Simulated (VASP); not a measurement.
Here is a VASP 6.6.1 calculation.

File INCAR:

```
SYSTEM = Nb
ALGO     = Normal         ! electronic algorithm
EDIFF    = 1E-6           ! SCF threshold, eV
ENCUT    = 500            ! plane-wave cutoff, eV
GGA      = RP             ! functional
GGA_COMPAT= .FALSE.      
ISIF     = 2              ! what is computed and relaxed
ISMEAR   = -1             ! smearing method
IVDW     = 12             ! dispersion correction
LASPH    = .TRUE.         ! aspherical terms in the spheres
LCHARG   = .TRUE.         ! write CHGCAR
LELF     = .TRUE.         ! ELF
LREAL    = .FALSE.        ! projectors in reciprocal space
LVHAR    = .TRUE.       
LWAVE    = .FALSE.        ! write WAVECAR
NBANDS   = 12             ! bands
NELM     = 120            ! most SCF steps
PREC     = Accurate       ! precision mode
SIGMA    = 0.1            ! smearing width, eV
```

The input KPOINTS:

```
k-points
0
G
  12 12 12
  0 0 0
```

POSCAR

```
Nb
1.0
    2.8820460000      0.0000000000      0.0000000000
   -0.9606819699      2.7172190377      0.0000000000
   -0.9606819699     -1.3586094550      2.3531807511
Nb
1
Direct
    0.0000000000      0.0000000000      0.0000000000
```

Potentials or basis: VASP PAW PBE potentials, release 64 (Nb_sv).

Launch:

```console
$ cat potpaw_PBE.64/Nb_sv/POTCAR > POTCAR
$ mpirun -np 1 vasp_std > vasp.out
```

Estimate the dispersion energy per atom.

-4.425 eV.

What does it give for the pressure?

-45.4 GPa.

Caveat: the PAW data sets were made with another functional, which shifts forces and pressure a little; pairwise dispersion overbinds metals, which lowers pressure and volume.
